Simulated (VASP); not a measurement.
A run of VASP 6.6.1 is set up as follows.

File INCAR:

```
SYSTEM = KBr
PREC = Accurate
ENCUT = 520
EDIFF = 1E-8
ISMEAR = 0
SIGMA = 0.01
LREAL = .FALSE.
LASPH = .TRUE.
NELM = 80
ALGO = Normal
ISIF = 2
LWAVE = .FALSE.
LCHARG = .FALSE.
GGA = PE
LEPSILON = .TRUE.
```

The input KPOINTS:

```
Automatic mesh
0
G
  6 6 6
  0 0 0
```

File POSCAR:

```
KBr
1.0
    0.0000000000      3.3000000000      3.3000000000
    3.3000000000      0.0000000000      3.3000000000
    3.3000000000      3.3000000000      0.0000000000
K Br
1 1
Direct
    0.0000000000      0.0000000000      0.0000000000
    0.5000000000      0.5000000000      0.5000000000
```

Potentials or basis: VASP PAW PBE potentials, release 64 (K_sv, Br).

Command:

```console
$ cat potpaw_PBE.64/K_sv/POTCAR potpaw_PBE.64/Br/POTCAR > POTCAR
$ mpirun -np 1 vasp_std > vasp.out
```

(1) What does it give for the electronic dielectric tensor (diagonal)?

(2) What does it give for the Born charges (mean of the diagonal)?

(3) Predict the band gap on the k mesh.

Results:

(1) 2.55.

(2) K +1.13; Br -1.13 e.

(3) 4.43 eV, direct.
